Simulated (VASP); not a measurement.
# Sr2CuSi3 (Immm) in VASP: further runs

Sr2CuSi3 is run at these levels: PBE, PBE+D4, LDA; tasks: single point.

All numbers are computed with VASP 6.6.1; they aren't measurements. Logs are shortened: lines on timing, memory, paths and dates and some standing lists are left out, and cuts for length are marked.

**1. The cell of the first run**

It takes space group Immm (No. 71, orthorhombic). The conventional cell has a = 3.787 Å, b = 4.233 Å, c = 13.746 Å, α = 90.00°, β = 90.00°, γ = 90.00°. Si (site symmetry mmm) has 2 Cu at 2.12 Å and 4 Sr at 2.78 Å within 2.8 Å. Within 3.1 Å of Si (site symmetry mm2) lie 1 Cu at 2.13 Å and 5 Sr at 2.71 to 2.84 Å and 2 Si at 3.00 Å. Sr (site symmetry mm2) has 7 Si at 2.71 to 2.84 Å and 4 Cu at 3.49 Å within 3.6 Å. Within 2.8 Å of Cu (site symmetry mmm) lie 4 Si at 2.12 to 2.13 Å.

**2. Single point, PBE**

File INCAR:

```
SYSTEM = Sr2CuSi3
ALGO = Normal
EDIFF = 1E-7
ENCUT = 520
GGA = PE
ISIF = 2
ISMEAR = 0
LASPH = .True.
LCHARG = .True.
LELF = .True.
LREAL = .False.
LVHAR = .True.
LWAVE = .False.
NBANDS = 30
NELM = 100
PREC = Accurate
SIGMA = 0.0182
```

File KPOINTS:

```
k-points
0
Gamma
  5 5 5
  0 0 0
```

File POSCAR:

```
Sr2CuSi3
1.0
    0.0000000000      0.0000000000      3.7870060000
    0.0000000000     -4.2331400000      0.0000000000
    6.8732440000      2.1165700000     -1.8935030000
Si Sr Cu
3 2 1
Direct
    0.0000000000      0.0000000000      0.0000000000
    0.1547000000      0.6547000000      0.3094000000
    0.8453000000      0.3453000000      0.6906000000
    0.3521000000      0.8521000000      0.7042000000
    0.6479000000      0.1479000000      0.2958000000
    0.0000000000      0.5000000000      0.0000000000
```

Potentials or basis: VASP PAW PBE potentials, release 64 (Si, Sr_sv, Cu).

Run with:

```sh
$ cat potpaw_PBE.64/Si/POTCAR potpaw_PBE.64/Sr_sv/POTCAR potpaw_PBE.64/Cu/POTCAR > POTCAR
$ mpirun -np 1 vasp_std > vasp.out
```

OUTCAR:

```text
SYSTEM = Sr2CuSi3
   EDIFF = 1E-7
   ENCUT = 520
   GGA = PE
   ISIF = 2
   ISMEAR = 0
   LASPH = .True.
   LREAL = .False.
   NELM = 100
   PREC = Accurate

 ion  position               nearest neighbor table
   1  0.000  0.000  0.000-   6 2.12   6 2.12   5 2.78   5 2.78   4 2.78   4 2.78   3 3.00   3 3.00
                             2 3.00   2 3.00
   2  0.155  0.655  0.309-   6 2.13   4 2.71   5 2.84   5 2.84   5 2.84   5 2.84   1 3.00   1 3.00

   3  0.845  0.345  0.691-   6 2.13   5 2.71   4 2.84   4 2.84   4 2.84   4 2.84   1 3.00   1 3.00

   4  0.352  0.852  0.704-   2 2.71   1 2.78   1 2.78   3 2.84   3 2.84   3 2.84   3 2.84   6 3.49
                             6 3.49   6 3.49   6 3.49   5 3.99   5 3.99   5 3.99   5 3.99   5 4.07
   5  0.648  0.148  0.296-   3 2.71   1 2.78   1 2.78   2 2.84   2 2.84   2 2.84   2 2.84   6 3.49
                             6 3.49   6 3.49   6 3.49   4 3.99   4 3.99   4 3.99   4 3.99   4 4.07
   6  0.000  0.500  0.000-   1 2.12   1 2.12   3 2.13   2 2.13   5 3.49   5 3.49   4 3.49   5 3.49
                             5 3.49   4 3.49   4 3.49   4 3.49

  LATTYP: Found a body centered orthorhombic cell.
 ALAT       =     3.7870060000
 B/A-ratio  =     1.1178065205
 C/A-ratio  =     3.6299092212

  Lattice vectors:

 A1 = (  -6.8732440000,  -2.1165700000,   1.8935030000)
 A2 = (  -6.8732440000,   2.1165700000,  -1.8935030000)
 A3 = (   6.8732440000,  -2.1165700000,  -1.8935030000)

Analysis of symmetry for initial positions (statically):
=====================================================================
 Subroutine PRICEL returns:
 Original cell was already a primitive cell.

 Routine SETGRP: Setting up the symmetry group for a
 body centered orthorhombic supercell.

 Subroutine GETGRP returns: Found  8 space group operations
 (whereof  8 operations were pure point group operations)
 out of a pool of  8 trial point group operations.

The static configuration has the point symmetry D_2h.

Analysis of symmetry for dynamics (positions and initial velocities):
=====================================================================
 Subroutine PRICEL returns:
 Original cell was already a primitive cell.

 Routine SETGRP: Setting up the symmetry group for a
 body centered orthorhombic supercell.

 Subroutine GETGRP returns: Found  8 space group operations
 (whereof  8 operations were pure point group operations)
 out of a pool of  8 trial point group operations.

The dynamic configuration has the point symmetry D_2h.

 Subroutine INISYM returns: Found  8 space group operations
 (whereof  8 operations are pure point group operations),
 and found     1 'primitive' translations

----------------------------------------------------------------------------------------

                                     Primitive cell

  volume of cell :     110.1845

  direct lattice vectors                    reciprocal lattice vectors
     0.000000000  0.000000000  3.787006000     0.072745853  0.000000000  0.264060844
     0.000000000 -4.233140000  0.000000000     0.072745853 -0.236231261  0.000000000
     6.873244000  2.116570000 -1.893503000     0.145491707  0.000000000  0.000000000

  length of vectors
     3.787006000  4.233140000  7.436847804     0.273897953  0.247178413  0.145491707

  position of ions in fractional coordinates (direct lattice)
     0.000000000  0.000000000  0.000000000
     0.154700000  0.654700000  0.309400000
     0.845300000  0.345300000  0.690600000
     0.352100000  0.852100000  0.704200000
     0.647900000  0.147900000  0.295800000
     0.000000000  0.500000000  0.000000000

  ion indices of the primitive-cell ions
   primitive index   ion index
                 1           1
                 2           2
                 3           3
                 4           4
                 5           5
                 6           6

----------------------------------------------------------------------------------------

 KPOINTS: k-points

Automatic generation of k-mesh.
 Grid dimensions read from file:
 generate k-points for:    5    5    5

 Generating k-lattice:

  Cartesian coordinates                     Fractional coordinates (reciprocal lattice)
     0.014549171  0.000000000  0.052812169     0.200000000  0.000000000  0.000000000
     0.014549171 -0.047246252  0.000000000     0.000000000  0.200000000  0.000000000
     0.029098341  0.000000000  0.000000000     0.000000000  0.000000000  0.200000000

  Length of vectors
     0.054779591  0.049435683  0.029098341

  Shift w.r.t. Gamma in fractional coordinates (k-lattice)
     0.000000000  0.000000000  0.000000000

 Subroutine IBZKPT returns following result:
 ===========================================

 Found     27 irreducible k-points:

 Following reciprocal coordinates:
            Coordinates               Weight
  0.000000  0.000000  0.000000      1.000000
  0.200000  0.000000  0.000000      4.000000
  0.400000  0.000000  0.000000      4.000000
  0.000000  0.200000  0.000000      4.000000
  0.200000  0.200000  0.000000      8.000000
  0.400000  0.200000  0.000000      8.000000
[... 16 lines left out ...]
 -0.400000  0.400000  0.200000      8.000000
  0.000000 -0.400000  0.200000      2.000000
 [... further k-points ...]
   k-points           NKPTS =     27   k-points in BZ     NKDIM =     27   number of bands    NBANDS=     30
   number of dos      NEDOS =    301   number of ions     NIONS =      6
   total plane-waves  NPLWV =  50176
   dimension x,y,z NGX =    28 NGY =   32 NGZ =   56
   dimension x,y,z NGXF=    56 NGYF=   64 NGZF=  112
   ions per type =               3   2   1
   NGX,Y,Z   is equivalent  to a cutoff of  12.29, 12.57, 12.52 a.u.
   NGXF,Y,Z  is equivalent  to a cutoff of  24.58, 25.13, 25.04 a.u.
 SYSTEM =  Sr2CuSi3
   PREC   = accura    normal or accurate (medium, high low for compatibility)
   ISTART =      0    job   : 0-new  1-cont  2-samecut
   ICHARG =      2    charge: 1-file 2-atom 10-const
   ISPIN  =      1    spin polarized calculation?
   LNONCOLLINEAR =      F non collinear calculations
   LSORBIT =      F    spin-orbit coupling
   LASPH  =      T    aspherical Exc in radial PAW
   ENCUT  =  520.0 eV  38.22 Ry    6.18 a.u.   7.04  7.87 13.83*2*pi/ulx,y,z
   NELM   =    100;   NELMIN=  2; NELMDL= -5     # of ELM steps
   EDIFF  = 0.1E-06   stopping-criterion for ELM
   LREAL  =      F    real-space projection
   EDIFFG = 0.1E-05   stopping-criterion for IOM
   NSW    =      0    number of steps for IOM
   IBRION =     -1    ionic relax: 0-MD 1-quasi-New 2-CG
   NFREE  =      0    steps in history (QN), initial steepest desc. (CG)
   ISIF   =      2    stress and relaxation
   ISYM   =      2    0-nonsym 1-usesym 2-fastsym
   POTIM  = 0.5000    time-step for ionic-motion
   TEBEG  =    0.0;   TEEND  =   0.0 temperature during run
   PSTRESS=    0.0 pullay stress
   NELECT =      43.0000    total number of electrons
   NUPDOWN=      -1.0000    fix difference up-down
   EMIN   =  10.00;   EMAX   =-10.00  energy-range for DOS
   EFERMI =   0.00;   METHOD = LEGACY
   ISMEAR =     0;   SIGMA  =   0.02  broadening in eV -4-tet -1-fermi 0-gaus
   EFERMI_NEDOS =   21; number of points for ismear=-14 and -15
   IALGO  =     38    algorithm
   IMIX   =      4    mixing-type and parameters
     AMIX     =   0.40;   BMIX     =  1.00
     AMIX_MAG =   1.60;   BMIX_MAG =  1.00
  volume/ion in A,a.u.               =      18.36       123.93
  Fermi-wavevector in a.u.,A,eV,Ry     =   1.196348  2.260770 19.473318  1.431248
  Thomas-Fermi vector in A             =   2.332291
   LORBIT       =      0    0 simple, 1 ext, 2 COOP (PROOUT), +10 PAW based schemes
   GGA     = PE    functional components
   LHFCALC =     F    Hartree Fock is set to
   AEXX    =    0.0000 exact exchange contribution
   IVDW    =     0    specifies the selected vdW correction
   LEPSILON=     F    determine dielectric tensor
   LRPA    =     F    only Hartree local field effects (RPA)
 non-spin polarized calculation
 Gauss-broadening in eV      SIGMA  =   0.02
  energy-cutoff  :      520.00
  volume of cell :      110.18
 maximum number of plane-waves:      2985
   NGX = 15   NGY = 15   NGZ = 27

 number of electron      43.0000005 magnetization

 Free energy of the ion-electron system (eV)
  ---------------------------------------------------
  ext. energy  EPLUGINS =         0.00000000
  ---------------------------------------------------
  free energy    TOTEN  =       -19.17403060 eV

  energy without entropy =      -19.17271716  energy(sigma->0) =      -19.17337388

 E-fermi :   5.9121     XC(G=0): -10.5746

 val. band max:        5.9035768534   @ k =  -0.2000   0.4000   0.0000
 cond. band min:       5.9222373107   @ k =   0.4000   0.2000   0.2000
 fundamental gap:      0.0186604574
 Fermi energy:         5.9121353362

 k-point     1 :       0.0000    0.0000    0.0000
  band No.  band energies     occupation
      1     -27.7833      2.00000
      2     -27.7405      2.00000
      3     -10.4916      2.00000
      4     -10.0821      2.00000
      5      -9.9883      2.00000
      6      -9.9787      2.00000
[... 22 lines left out ...]
     29      10.2849      0.00000
     30      10.4237      0.00000

 k-point     2 :       0.2000    0.0000    0.0000
  band No.  band energies     occupation
      1     -27.7675      2.00000
      2     -27.7329      2.00000
      3     -10.4143      2.00000
      4     -10.2568      2.00000
      5     -10.1685      2.00000
      6     -10.0420      2.00000
[... 22 lines left out ...]
     29      11.4069      0.00000
     30      11.7030      0.00000

 k-point     3 :       0.4000    0.0000    0.0000
  band No.  band energies     occupation
      1     -27.7384      2.00000
      2     -27.7238      2.00000
      3     -10.6237      2.00000
      4     -10.5520      2.00000
      5     -10.1919      2.00000
      6      -9.9885      2.00000
[... 22 lines left out ...]
     29      10.7702      0.00000
     30      11.2942      0.00000

 k-point     4 :       0.0000    0.2000    0.0000
  band No.  band energies     occupation
      1     -27.7761      2.00000
      2     -27.7412      2.00000
      3     -10.4643      2.00000
      4     -10.2294      2.00000
      5     -10.0734      2.00000
      6      -9.9642      2.00000
[... 22 lines left out ...]
     29      11.3438      0.00000
     30      12.0093      0.00000

 k-point     5 :       0.2000    0.2000    0.0000
  band No.  band energies     occupation
      1     -27.7602      2.00000
      2     -27.7340      2.00000
      3     -10.3866      2.00000
      4     -10.2622      2.00000
      5     -10.1586      2.00000
      6     -10.1391      2.00000
[... 22 lines left out ...]
     29      11.1139      0.00000
     30      11.5131      0.00000
[... 526 lines left out ...]
     29      11.3877      0.00000
     30      11.9506      0.00000

 k-point    22 :       0.2000    0.4000    0.2000
  band No.  band energies     occupation
      1     -27.7425      2.00000
      2     -27.7415      2.00000
      3     -10.4020      2.00000
      4     -10.3257      2.00000
      5     -10.2287      2.00000
      6     -10.0982      2.00000
[... 22 lines left out ...]
     29      11.9655      0.00000
     30      12.2723      0.00000

 k-point    23 :      -0.4000    0.4000    0.2000
  band No.  band energies     occupation
      1     -27.7280      2.00000
      2     -27.7193      2.00000
      3     -10.5110      2.00000
      4     -10.4458      2.00000
      5     -10.2254      2.00000
      6     -10.1614      2.00000
[... 22 lines left out ...]
     29      12.1076      0.00000
     30      12.1853      0.00000

 k-point    24 :       0.0000   -0.4000    0.2000
  band No.  band energies     occupation
      1     -27.7626      2.00000
      2     -27.7439      2.00000
      3     -10.4880      2.00000
      4     -10.3871      2.00000
      5     -10.1786      2.00000
      6      -9.9778      2.00000
[... 22 lines left out ...]
     29      11.5450      0.00000
     30      11.9948      0.00000

 [... further k-points ...]

------------------------ aborting loop because EDIFF is reached ----------------------------------------

  FORCE on cell =-STRESS in cart. coord.  units (eV):
  Direction    XX          YY          ZZ          XY          YZ          ZX
  --------------------------------------------------------------------------------------
  -------------------------------------------------------------------------------------
  Total       24.9990191     16.3537489     19.7772262      0.0000000      0.0000000      0.0000000
  in kB      363.5073228    237.7976301    287.5779457      0.0000000      0.0000000      0.0000000
  external PRESSURE =     296.2942995 kB  Pullay stress =       0.0000000 kB

 VOLUME and BASIS-vectors are now :
 -----------------------------------------------------------------------------
  energy-cutoff  :      520.00
  volume of cell :      110.18
      direct lattice vectors                 reciprocal lattice vectors
     0.000000000  0.000000000  3.787006000     0.072745853  0.000000000  0.264060844
     0.000000000 -4.233140000  0.000000000     0.072745853 -0.236231261  0.000000000
     6.873244000  2.116570000 -1.893503000     0.145491707  0.000000000  0.000000000

 POSITION                                       TOTAL-FORCE (eV/Angst)
 -----------------------------------------------------------------------------------
      0.00000      0.00000      0.00000         0.000000     -0.000000      0.000000
      2.12658     -2.11657      0.00000         0.533983      0.000000      0.000000
      4.74666      0.00000      1.89350        -0.533983     -0.000000     -0.000000
      4.84014     -2.11657      0.00000        -0.015881     -0.000000     -0.000000
      2.03311      0.00000      1.89350         0.015881     -0.000000      0.000000
      0.00000     -2.11657      0.00000         0.000000      0.000000      0.000000
 -----------------------------------------------------------------------------------
    total drift:                               -0.000000     -0.000000     -0.000000

  FREE ENERGIE OF THE ION-ELECTRON SYSTEM (eV)
  ---------------------------------------------------
  free  energy   TOTEN  =       -19.1740306009 eV

  energy  without entropy=      -19.1727171593  energy(sigma->0) =      -19.17337388
```

Wall time 2.6 min (1 thread of Intel Xeon Platinum 8259CL at 2.50GHz (Skylake/Cascade Lake), shared host); peak memory 0.27 GiB.

What came out:

- Free energy: -19.1740 eV
- Pressure: 29.6 GPa
- Largest force: 0.534 eV/Å
- Band gap on the k mesh: zero (an odd number of electrons rules out a gap without spin polarisation)

Forces in eV/Å, atoms in the order of the input:
```
Si   0.000  0.000  0.000
Si   0.534  0.000  0.000
Si  -0.534  0.000  0.000
Sr  -0.016  0.000  0.000
Sr   0.016  0.000  0.000
Cu   0.000  0.000  0.000
```

Caveat: the stress differs along the axes, from 24 to 36 GPa; an odd number of electrons without spin polarisation forces a metal; a magnetic or distorted state may lie lower.

**3. Single point, PBE+D4**

File INCAR:

```
ALGO = Normal
EDIFF = 1E-7
ENCUT = 520
GGA = PE
ISIF = 2
ISMEAR = 0
IVDW = 13
LASPH = T
LCHARG = T
LELF = T
LREAL = F
LVHAR = T
LWAVE = F
NBANDS = 30
NELM = 100
PREC = Accurate
SIGMA = 0.0182
```

File KPOINTS:

```
k-points
0
Gamma
  5 5 5
```

POSCAR is that of step 2.

Potentials or basis: VASP PAW PBE potentials, release 64 (Si, Sr_sv, Cu).

Run with:

```sh
$ cat potpaw_PBE.64/Si/POTCAR potpaw_PBE.64/Sr_sv/POTCAR potpaw_PBE.64/Cu/POTCAR > POTCAR
$ mpirun -np 1 vasp_std > vasp.out
```

Run time: 2.6 min. Hardware: 1 thread of Intel Xeon Platinum 8259CL at 2.50GHz (Skylake/Cascade Lake), shared host; peak memory 0.27 GiB.

Results (log left out):

* Free energy: -21.1698 eV
* Pressure: 26.7 GPa
* Largest force: 0.524 eV/Å
* Band gap on the k mesh: zero (an odd number of electrons rules out a gap without spin polarisation)
* Dispersion energy per atom: -0.333 eV

Forces in eV/Å, atoms in the order of the input:
```
Si   0.000  0.000  0.000
Si   0.524  0.000  0.000
Si  -0.524  0.000  0.000
Sr  -0.016  0.000  0.000
Sr   0.016  0.000  0.000
Cu   0.000  0.000  0.000
```

Stress tensor (GPa, compression positive):
```
33.51  0.00  0.00
 0.00 20.87  0.00
 0.00  0.00 25.66
```

Levels at points of the mesh, in eV from the Fermi level:
```csv
k point,band 19,band 20,band 21,band 22,band 23,band 24
"(0.00, 0.00, 0.00)",-0.95,-0.40,0.42,0.64,0.98,1.70
```

Caveat: the stress differs along the axes, from 21 to 34 GPa; an odd number of electrons without spin polarisation forces a metal; a magnetic or distorted state may lie lower.

**4. Single point, PBE**

File INCAR:

```
  ALGO = Normal
  EDIFF = 1E-6
  ENCUT = 520
  GGA = PE
  ISIF = 2
  ISMEAR = 0
  LASPH = T
  LCHARG = F
  LREAL = F
  LWAVE = F
  NBANDS = 30
  NELM = 80
  PREC = Accurate
  SIGMA = 0.0182
```

KPOINTS is that of step 3.

POSCAR is that of step 3.

Run with:

```sh
$ cat potpaw_PBE.64/Si/POTCAR potpaw_PBE.64/Sr_sv/POTCAR potpaw_PBE.64/Cu/POTCAR > POTCAR
$ mpirun -np 1 vasp_std > vasp.out
```

It took 2.4 min on 1 thread of Intel Xeon Platinum 8259CL at 2.50GHz (Skylake/Cascade Lake), shared host; peak memory 0.27 GiB.

It converged, with:

* Free energy: -19.1740 eV
* Pressure: 29.6 GPa
* Largest force: 0.534 eV/Å
* Band gap on the k mesh: zero (an odd number of electrons rules out a gap without spin polarisation)

Forces on the atoms (eV/Å):
```
Si   0.000  0.000  0.000
Si   0.534  0.000  0.000
Si  -0.534  0.000  0.000
Sr  -0.016  0.000  0.000
Sr   0.016  0.000  0.000
Cu   0.000  0.000  0.000
```

Stress tensor (GPa, compression positive):
```
36.34  0.00  0.00
 0.00 23.77  0.00
 0.00  0.00 28.74
```

Levels at points of the mesh, in eV from the Fermi level:
```tsv
k point	band 19	band 20	band 21	band 22	band 23	band 24
(0.00, 0.00, 0.00)	-0.95	-0.40	0.42	0.64	0.98	1.70
```

Caveat: the stress differs along the axes, from 24 to 36 GPa; an odd number of electrons without spin polarisation forces a metal; a magnetic or distorted state may lie lower.

**5. Single point, LDA**

File INCAR:

```
SYSTEM = Sr2CuSi3
PREC = Accurate
ENCUT = 520
EDIFF = 1E-6
ISMEAR = 0
SIGMA = 0.0182
LREAL = .FALSE.
LASPH = .TRUE.
NELM = 100
ALGO = Normal
ISIF = 2
LWAVE = .FALSE.
LCHARG = .TRUE.
GGA = CA
LELF = .TRUE.
LVHAR = .TRUE.
NBANDS = 30
```

File KPOINTS:

```
Automatic mesh
0
G
  5 5 5
  0 0 0
```

POSCAR is that of step 4.

Potentials or basis: VASP PAW LDA potentials, release 64 (Si, Sr_sv, Cu).

Run with:

```sh
$ cat potpaw_LDA.64/Si/POTCAR potpaw_LDA.64/Sr_sv/POTCAR potpaw_LDA.64/Cu/POTCAR > POTCAR
$ mpirun -np 1 vasp_std > vasp.out
```

It took 2.1 min on 1 thread of Intel Xeon Platinum 8259CL at 2.50GHz (Skylake/Cascade Lake), shared host; peak memory 0.24 GiB.

It converged, with:

* Free energy: -23.7492 eV
* Pressure: 23.1 GPa
* Largest force: 0.328 eV/Å
* Band gap on the k mesh: zero (an odd number of electrons rules out a gap without spin polarisation)

Forces on the atoms (eV/Å):
```
Si   0.000  0.000  0.000
Si   0.328  0.000  0.000
Si  -0.328  0.000  0.000
Sr   0.054  0.000  0.000
Sr  -0.054  0.000  0.000
Cu   0.000  0.000  0.000
```

Stress tensor (GPa, compression positive):
```
29.06  0.00  0.00
 0.00 16.96  0.00
 0.00  0.00 23.17
```

Levels at points of the mesh, in eV from the Fermi level:
```csv
k point,band 18,band 19,band 20,band 21,band 22,band 23,band 24,band 25
"(0.00, 0.00, 0.00)",-1.72,-0.98,-0.38,0.39,0.66,0.96,1.70,2.87
```

Caveat: the stress differs along the axes, from 17 to 29 GPa; an odd number of electrons without spin polarisation forces a metal; a magnetic or distorted state may lie lower.

[end of part 1 of 2]
